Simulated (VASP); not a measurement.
# Mg3Sb2 (P-3m1) in VASP: further runs

Mg3Sb2 is run at these levels: PBE+D4; tasks: relaxation of shape and atoms at fixed volume.

Program: VASP 6.6.1. These are calculated values, not measurements. Logs are shortened: lines on timing, memory, paths and dates and some standing lists are left out, and cuts for length are marked.

## Step 1: The cell of the first run

The structure is trigonal, space group P-3m1 (No. 164). The conventional cell has a = 4.584 Å, b = 4.584 Å, c = 7.238 Å, α = 90.00°, β = 90.00°, γ = 120.00°. Sb (site symmetry 3m) has 7 Mg at 2.84 to 3.11 Å within 3.7 Å. Mg (site symmetry -3m) has 6 Sb at 3.11 Å and 6 Mg at 3.75 Å within 4.1 Å. Within 3.8 Å of Mg (site symmetry 3m) lie 4 Sb at 2.84 to 2.95 Å and 6 Mg at 3.27 to 3.75 Å.

## Step 2: Relaxation of shape and atoms at fixed volume, PBE+D4

Contents of INCAR:

```
SYSTEM = Mg3Sb2
PREC     = Accurate       ! precision mode
ENCUT    = 600            ! plane-wave cutoff, eV
EDIFF    = 1E-7           ! SCF threshold, eV
ISMEAR   = 0              ! smearing method
SIGMA    = 0.05           ! smearing width, eV
LREAL    = .FALSE.        ! projectors in reciprocal space
LASPH    = .TRUE.         ! aspherical terms in the spheres
NELM     = 120            ! most SCF steps
ALGO     = Normal         ! electronic algorithm
ISIF     = 4              ! what is computed and relaxed
LWAVE    = .FALSE.        ! write WAVECAR
LCHARG   = .FALSE.        ! write CHGCAR
GGA      = PE             ! functional
IVDW     = 13             ! dispersion correction
IBRION   = 2              ! ionic algorithm
NSW      = 60             ! ionic steps
EDIFFG   = -0.02          ! ionic threshold
GGA_COMPAT= .FALSE.      
NELMIN   = 4
```

Contents of KPOINTS:

```
regular mesh
0
G
  6 6 4
  0 0 0
```

Contents of POSCAR:

```
Mg3Sb2
1.0
    4.5840525326      0.0000000000      0.0000000000
   -2.2920262663      3.9699059455      0.0000000000
    0.0000000000      0.0000000000      7.2375061567
Sb Mg
2 3
Direct
    0.3333333333      0.6666666667      0.2252481735
    0.6666666667      0.3333333333      0.7747518265
    0.0000000000      0.0000000000      0.0000000000
    0.3333333333      0.6666666667      0.6324830002
    0.6666666667      0.3333333333      0.3675169998
```

Potentials or basis: VASP PAW PBE potentials, release 64 (Sb, Mg).

On the command line:

```
> cat potpaw_PBE.64/Sb/POTCAR potpaw_PBE.64/Mg/POTCAR > POTCAR
> mpirun -np 1 vasp_std > vasp.out
```

OUTCAR:

```text
SYSTEM = Mg3Sb2
   PREC = Accurate
   ENCUT = 600
   EDIFF = 1E-7
   ISMEAR = 0
   LREAL = .FALSE.
   LASPH = .TRUE.
   NELM = 120
   ISIF = 4
   GGA = PE
   IVDW = 13
   IBRION = 2
   NSW = 60
   EDIFFG = -0.02
   NELMIN = 4

 ion  position               nearest neighbor table
   1  0.333  0.667  0.225-   5 2.84   5 2.84   5 2.84   4 2.95   3 3.11   3 3.11   3 3.11
   2  0.667  0.333  0.775-   4 2.84   4 2.84   4 2.84   5 2.95   3 3.11   3 3.11   3 3.11
   3  0.000  0.000  0.000-   1 3.11   2 3.11   1 3.11   2 3.11   2 3.11   1 3.11
   4  0.333  0.667  0.632-   2 2.84   2 2.84   2 2.84   1 2.95   5 3.27   5 3.27   5 3.27
   5  0.667  0.333  0.368-   1 2.84   1 2.84   1 2.84   2 2.95   4 3.27   4 3.27   4 3.27

  LATTYP: Found a hexagonal cell.
 ALAT       =     4.5840525326
 C/A-ratio  =     1.5788445061

  Lattice vectors:

 A1 = (   4.5840525326,   0.0000000000,   0.0000000000)
 A2 = (  -2.2920262663,   3.9699059455,   0.0000000000)
 A3 = (   0.0000000000,   0.0000000000,   7.2375061567)

Analysis of symmetry for initial positions (statically):
=====================================================================
 Subroutine PRICEL returns:
 Original cell was already a primitive cell.

 Routine SETGRP: Setting up the symmetry group for a
 hexagonal supercell.

 Subroutine GETGRP returns: Found 12 space group operations
 (whereof 12 operations were pure point group operations)
 out of a pool of 24 trial point group operations.

The static configuration has the point symmetry D_3d.

Analysis of symmetry for dynamics (positions and initial velocities):
=====================================================================
 Subroutine PRICEL returns:
 Original cell was already a primitive cell.

 Routine SETGRP: Setting up the symmetry group for a
 hexagonal supercell.

 Subroutine GETGRP returns: Found 12 space group operations
 (whereof 12 operations were pure point group operations)
 out of a pool of 24 trial point group operations.

The dynamic configuration has the point symmetry D_3d.

 Subroutine INISYM returns: Found 12 space group operations
 (whereof 12 operations are pure point group operations),
 and found     1 'primitive' translations

----------------------------------------------------------------------------------------

                                     Primitive cell

  volume of cell :     131.7100

[... 107 lines left out ...]
   EFERMI =   0.00;   METHOD = LEGACY
   ISMEAR =     0;   SIGMA  =   0.05  broadening in eV -4-tet -1-fermi 0-gaus
   EFERMI_NEDOS =   21; number of points for ismear=-14 and -15
   IALGO  =     38    algorithm
   IMIX   =      4    mixing-type and parameters
     AMIX     =   0.40;   BMIX     =  1.00
     AMIX_MAG =   1.60;   BMIX_MAG =  1.00
  volume/ion in A,a.u.               =      26.34       177.76
  Fermi-wavevector in a.u.,A,eV,Ry     =   0.810790  1.532172  8.944212  0.657381
  Thomas-Fermi vector in A             =   1.920031
   LORBIT       =      0    0 simple, 1 ext, 2 COOP (PROOUT), +10 PAW based schemes
   GGA     = PE    functional components
   LHFCALC =     F    Hartree Fock is set to
   AEXX    =    0.0000 exact exchange contribution
   IVDW    =    13    specifies the selected vdW correction
   LEPSILON=     F    determine dielectric tensor
   LRPA    =     F    only Hartree local field effects (RPA)
 conjugate gradient relaxation of ions
 non-spin polarized calculation
 Gauss-broadening in eV      SIGMA  =   0.05
  energy-cutoff  :      600.00
  volume of cell :      131.71
 maximum number of plane-waves:      4414
 NGX is ok and might be reduce to    40
   NGX = 19   NGY = 19   NGZ = 29

 number of electron      16.0000000 magnetization

 Free energy of the ion-electron system (eV)
  ---------------------------------------------------
  ext. energy  EPLUGINS =         0.00000000
  ---------------------------------------------------
  free energy    TOTEN  =       -14.63267299 eV

  energy without entropy =      -14.63267011  energy(sigma->0) =      -14.63267155

 E-fermi :   4.5653     XC(G=0):  -8.7718

 val. band max:        4.4538761027   @ k =   0.0000   0.0000   0.0000
 cond. band min:       4.6867123894   @ k =   0.3333   0.3333   0.0000
 fundamental gap:      0.2328362867
 Fermi energy:         4.5653378755

 k-point     1 :       0.0000    0.0000    0.0000
  band No.  band energies     occupation
      1      -5.8499      2.00000
      2      -4.6015      2.00000
      3      -0.4709      2.00000
      4       3.3332      2.00000
      5       3.3332      2.00000
      6       4.0372      2.00000
      7       4.0372      2.00000
      8       4.4539      1.99838
      9       5.4992      0.00000
     10       5.6193      0.00000
     11       7.4597      0.00000
     12       7.4597      0.00000
[... 331 lines left out ...]
 k-point    24 :       0.3333    0.3333    0.5000
  band No.  band energies     occupation
      1      -4.4158      2.00000
      2      -4.4158      2.00000
      3       0.1361      2.00000
      4       0.1361      2.00000
      5       0.4342      2.00000
      6       1.1280      2.00000
      7       3.4628      2.00000
      8       3.4628      2.00000
      9       6.1965      0.00000
     10       6.1965      0.00000
     11       6.9657      0.00000
     12       6.9713      0.00000

------------------------ aborting loop because EDIFF is reached ----------------------------------------

  DFT-D4 for vdW energy calculation

  Edisp (eV):   -1.41266

  FORCE on cell =-STRESS in cart. coord.  units (eV):
  Direction    XX          YY          ZZ          XY          YZ          ZX
  --------------------------------------------------------------------------------------
  -------------------------------------------------------------------------------------
  Total      -1.08658    -1.08658    -1.04317     0.00000     0.00000     0.00000
  in kB     -13.21759   -13.21759   -12.68958     0.00000     0.00000     0.00000
  external pressure =      -13.04 kB  Pullay stress =        0.00 kB

 VOLUME and BASIS-vectors are now :
 -----------------------------------------------------------------------------
  energy-cutoff  :      600.00
  volume of cell :      131.71
      direct lattice vectors                 reciprocal lattice vectors
     4.584052533  0.000000000  0.000000000     0.218147587  0.125947568  0.000000000
    -2.292026266  3.969905945  0.000000000     0.000000000  0.251895136  0.000000000
     0.000000000  0.000000000  7.237506157     0.000000000  0.000000000  0.138169140

 POSITION                                       TOTAL-FORCE (eV/Angst)
 -----------------------------------------------------------------------------------
     -0.00000      2.64660      1.63024         0.000000      0.000000     -0.012068
      2.29203      1.32330      5.60727         0.000000     -0.000000      0.012068
      0.00000      0.00000      0.00000        -0.000000      0.000000     -0.000000
     -0.00000      2.64660      4.57760        -0.000000      0.000000     -0.004078
      2.29203      1.32330      2.65991        -0.000000      0.000000      0.004078
 -----------------------------------------------------------------------------------
    total drift:                                0.000000     -0.000000      0.000000

  FREE ENERGIE OF THE ION-ELECTRON SYSTEM (eV)
  ---------------------------------------------------
  free  energy   TOTEN  =       -16.0453282342 eV

  energy  without entropy=      -16.0453253543  energy(sigma->0) =      -16.04532679

 reached required accuracy - stopping structural energy minimisation
```

Wall time 43 s (1 thread of Intel Xeon Platinum 8124M at 3.00GHz (Skylake/Cascade Lake), shared host); peak memory 0.3 GiB.

Results:

```yaml
Free_energy: -16.0453 eV
Pressure_after_relaxing: -1.3 GPa
Largest_force_after_relaxing: 0.012 eV/Å
Band_gap_on_the_k_mesh: 0.23 eV (least direct gap 1.05 eV)
Dispersion_energy_per_atom: -0.283 eV
```

Forces in eV/Å, atoms in the order of the input:
```
Sb   0.000  0.000 -0.012
Sb   0.000  0.000  0.012
Mg   0.000  0.000  0.000
Mg   0.000  0.000 -0.004
Mg   0.000  0.000  0.004
```

Final structure:
```xyz
5
Lattice="4.5841 0.0000 0.0000 -2.2920 3.9699 0.0000 0.0000 0.0000 7.2375" Properties=species:S:1:pos:R:3 pbc="T T T"
Sb    0.0000    2.6466    1.6302
Sb    2.2920    1.3233    5.6073
Mg    0.0000    0.0000    0.0000
Mg    0.0000    2.6466    4.5776
Mg    2.2920    1.3233    2.6599
```

Caveat: the relaxation stopped at its first step, so nothing moved; spin-orbit coupling is left out, which moves the levels of the heavy elements. A k mesh can miss the band edges.

## Step 3: Relaxation of shape and atoms at fixed volume, PBE+D4 (26.57 Å³/atom)

This run uses another cell than the first one, of 26.57 Å³/atom.

Contents of INCAR:

```
ALGO     = Normal         # electronic algorithm
EDIFF    = 1E-7           # SCF threshold, eV
EDIFFG   = -0.01          # ionic threshold
ENCUT    = 600            # plane-wave cutoff, eV
GGA      = PE             # functional
GGA_COMPAT= F            
IBRION   = 2              # ionic algorithm
ISIF     = 4              # what is computed and relaxed
ISMEAR   = 0              # smearing method
IVDW     = 13             # dispersion correction
LASPH    = T              # aspherical terms in the spheres
LCHARG   = F              # write CHGCAR
LREAL    = F              # projectors in reciprocal space
LWAVE    = F              # write WAVECAR
NELM     = 120            # most SCF steps
NELMIN   = 4            
NSW      = 60             # ionic steps
PREC     = Accurate       # precision mode
SIGMA    = 0.05           # smearing width, eV
```

Contents of KPOINTS:

```
k-points
0
Gamma
  6 6 4
```

Contents of POSCAR:

```
Mg3Sb2
1.0
    4.5972562300      0.0000000000      0.0000000000
   -2.2986281150      3.9813406829      0.0000000000
    0.0000000000      0.0000000000      7.2585970880
Sb Mg
2 3
Direct
    0.3333333333      0.6666666667      0.2248022568
    0.6666666667      0.3333333333      0.7751977432
    0.0000000000      0.0000000000      0.0000000000
    0.3333333333      0.6666666667      0.6322646786
    0.6666666667      0.3333333333      0.3677353214
```

Potentials or basis: VASP PAW PBE potentials, release 64 (Sb, Mg).

On the command line:

```
> cat potpaw_PBE.64/Sb/POTCAR potpaw_PBE.64/Mg/POTCAR > POTCAR
> mpirun -np 1 vasp_std > vasp.out
```

OUTCAR:

```text
EDIFF = 1E-7
   EDIFFG = -0.01
   ENCUT = 600
   GGA = PE
   IBRION = 2
   ISIF = 4
   ISMEAR = 0
   IVDW = 13
   LASPH = T
   LREAL = F
   NELM = 120
   NELMIN = 4
   NSW = 60
   PREC = Accurate

 ion  position               nearest neighbor table
   1  0.333  0.667  0.225-   5 2.85   5 2.85   5 2.85   4 2.96   3 3.12   3 3.12   3 3.12
   2  0.667  0.333  0.775-   4 2.85   4 2.85   4 2.85   5 2.96   3 3.12   3 3.12   3 3.12
   3  0.000  0.000  0.000-   1 3.12   2 3.12   2 3.12   1 3.12   2 3.12   1 3.12
   4  0.333  0.667  0.632-   2 2.85   2 2.85   2 2.85   1 2.96   5 3.28   5 3.28   5 3.28
   5  0.667  0.333  0.368-   1 2.85   1 2.85   1 2.85   2 2.96   4 3.28   4 3.28   4 3.28

  LATTYP: Found a hexagonal cell.
 ALAT       =     4.5972562300
 C/A-ratio  =     1.5788976565

  Lattice vectors:

 A1 = (   4.5972562300,   0.0000000000,   0.0000000000)
 A2 = (  -2.2986281150,   3.9813406829,   0.0000000000)
 A3 = (   0.0000000000,   0.0000000000,   7.2585970880)

Analysis of symmetry for initial positions (statically):
[... 184 lines left out ...]
  DFT-D4 for vdW energy calculation

  Edisp (eV):   -1.40005
[... 120 lines left out ...]
--------------------------------------- Ionic step        4  -------------------------------------------

 number of electron      16.0000000 magnetization

 Free energy of the ion-electron system (eV)
  ---------------------------------------------------
  ext. energy  EPLUGINS =         0.00000000
  ---------------------------------------------------
  free energy    TOTEN  =       -14.63451583 eV

  energy without entropy =      -14.63451430  energy(sigma->0) =      -14.63451507

 E-fermi :   4.4869     XC(G=0):  -8.7400

 val. band max:        4.3684912204   @ k =   0.0000   0.0000   0.0000
 cond. band min:       4.6168997777   @ k =   0.3333   0.3333   0.0000
 fundamental gap:      0.2484085572
 Fermi energy:         4.4868784927

 k-point     1 :       0.0000    0.0000    0.0000
  band No.  band energies     occupation
      1      -5.8770      2.00000
      2      -4.6540      2.00000
      3      -0.5092      2.00000
      4       3.2801      2.00000
      5       3.2801      2.00000
      6       3.9734      2.00000
      7       3.9734      2.00000
      8       4.3685      1.99919
      9       5.3815      0.00000
     10       5.5447      0.00000
     11       7.3921      0.00000
     12       7.3921      0.00000
[... 379 lines left out ...]
  FREE ENERGIE OF THE ION-ELECTRON SYSTEM (eV)
  ---------------------------------------------------
  free  energy   TOTEN  =       -16.0347050484 eV

  energy  without entropy=      -16.0347035185  energy(sigma->0) =      -16.03470428

 reached required accuracy - stopping structural energy minimisation
```

CONTCAR:

```text
Mg3Sb2
   1.00000000000000
     4.5941091449195319   -0.0000000000000000   -0.0000000000000000
    -2.2970545724597660    3.9786152272709940    0.0000000000000000
     0.0000000000000000    0.0000000000000000    7.2685451523830356
  Sb              Mg
     2     3
Direct
     0.3333333332999970    0.6666666667000030    0.2254546610510554
     0.6666666667000030    0.3333333332999970    0.7745453389489445
     1.0000000000000000    0.0000000000000000    0.0000000000000000
     0.3333333332999970    0.6666666667000030    0.6322993719189746
     0.6666666667000030    0.3333333332999970    0.3677006280810255

  0.00000000E+00  0.00000000E+00  0.00000000E+00
  0.00000000E+00  0.00000000E+00  0.00000000E+00
  0.00000000E+00  0.00000000E+00  0.00000000E+00
  0.00000000E+00  0.00000000E+00  0.00000000E+00
  0.00000000E+00  0.00000000E+00  0.00000000E+00
```

Run time: 98 s. Hardware: 1 thread of Intel Xeon Platinum 8124M at 3.00GHz (Skylake/Cascade Lake), shared host; peak memory 0.33 GiB.

What came out:

* Free energy: -16.0347 eV
* Energy gained by relaxing: 0.0 meV/atom
* Ionic steps: 4
* Pressure after relaxing: -1.7 GPa
* Band gap on the k mesh: 0.25 eV (least direct gap 1.01 eV)
* Dispersion energy per atom: -0.280 eV

The path:
```
step  energy change (eV)  largest force (eV/Å)  pressure (GPa)  volume (Å³)
   1              0.0000                0.0256           -1.69       132.86
   2             -0.0001                0.0191           -1.68       132.86
   3             -0.0001                0.0128           -1.67       132.86
   4             -0.0001                0.0013           -1.66       132.86
```

Final structure:
```
Sb Mg
1.0
     4.59411    0.00000    0.00000
    -2.29705    3.97862    0.00000
     0.00000    0.00000    7.26855
Sb Mg
2 3
Direct
  0.33333 0.66667 0.22545
  0.66667 0.33333 0.77455
  0.00000 0.00000 0.00000
  0.33333 0.66667 0.63230
  0.66667 0.33333 0.36770
```

Levels at points of the mesh, in eV from the valence-band top:
```csv
k point,band 5,band 6,band 7,band 8,band 9,band 10,band 11,band 12
"(0.00, 0.00, 0.00)",-1.09,-0.40,-0.40,0.00,1.01,1.18,3.02,3.02
"(0.50, 0.00, 0.00)",-3.22,-2.28,-2.19,-0.88,0.36,1.92,2.14,2.78
"(0.00, 0.00, 0.50)",-0.78,-0.78,-0.73,-0.73,1.73,1.79,2.68,2.68
"(0.50, 0.00, 0.50)",-1.84,-1.67,-1.62,-1.51,0.42,1.31,1.70,2.19
```

Caveat: spin-orbit coupling is left out, which moves the levels of the heavy elements. A k mesh can miss the band edges.
